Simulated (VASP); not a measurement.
## Ta2Bi2O: single point with PBE

The system is Ta2Bi2O.

```
CELL_PARAMETERS angstrom
4.32959 0.00000 0.00000
0.00000 4.32959 0.00000
0.00000 0.00000 6.33251
ATOMIC_POSITIONS crystal
Ta 0.50000 0.50000 0.50000
Ta 0.00000 0.00000 0.50000
Bi 0.00000 0.50000 0.00000
Bi 0.50000 0.00000 0.00000
O 0.00000 0.00000 0.00000
```

```yaml
Program: VASP 6.6.1
Task: single point
Functional: PBE
Potentials_or_basis: VASP PAW PBE potentials, release 64 (Ta_pv, Bi_d, O)
Cutoff: 520 eV
k_mesh: 4 × 4 × 4
Occupations: gaussian, width 0.1 eV
Spin: collinear spin, ferromagnetic start
Starting_moments: "[1.0, 1.0, 0.0, 0.0, 0.0] μB"
```

```json
{"Pressure": "3.7 GPa", "Net moment": "0.78 μB per cell", "Site moments": "Ta +0.12, +0.39; Bi -0.01; O +0.01 μB", "Valence electrons inside the program's atomic spheres": "Ta 8.51; Bi 12.82; O 5.11"}
```

Stress tensor (GPa, compression positive):
```
 12.70   0.00   0.00
  0.00  12.70   0.00
  0.00   0.00 -14.30
```

Levels at points of the mesh, in eV from the Fermi level:
Spin up:
```csv
k point,band 26,band 27,band 28,band 29,band 30,band 31,band 32,band 33
"(0.00, 0.00, 0.00)",-1.63,-0.72,-0.72,-0.49,0.15,0.15,0.62,1.51
"(0.50, 0.00, 0.00)",-1.32,-0.79,-0.54,-0.29,0.04,0.32,0.43,0.61
"(0.50, 0.50, 0.00)",-1.97,-1.97,-0.75,0.97,0.97,0.97,1.45,1.59
"(0.00, 0.00, 0.50)",-1.36,-1.02,-1.02,0.92,0.92,0.98,1.49,2.25
"(0.50, 0.00, 0.50)",-0.46,-0.20,-0.20,-0.03,0.02,0.07,0.40,0.48
"(0.50, 0.50, 0.50)",-2.08,-2.08,-0.84,-0.84,-0.25,-0.03,0.64,1.48
```
Spin down:
```csv
k point,band 26,band 27,band 28,band 29,band 30,band 31
"(0.00, 0.00, 0.00)",-1.62,-0.52,-0.52,0.10,0.14,0.14
"(0.50, 0.00, 0.00)",-1.29,-0.77,-0.49,0.19,0.42,0.56
"(0.50, 0.50, 0.00)",-1.96,-1.96,-0.23,1.08,1.08,1.16
"(0.00, 0.00, 0.50)",-1.24,-0.91,-0.91,1.03,1.03,1.71
"(0.50, 0.00, 0.50)",-0.32,-0.10,0.05,0.08,0.15,0.17
"(0.50, 0.50, 0.50)",-2.04,-2.04,-0.69,-0.69,-0.06,0.05
```

Wall time 2.7 min on 1 thread of AMD EPYC 7R13 Processor (Zen 3) (shared host), peak memory 0.3 GiB.

Caveat: the k points lie up to 0.36 Å⁻¹ apart; spin-orbit coupling is left out, which moves the levels of the heavy elements.
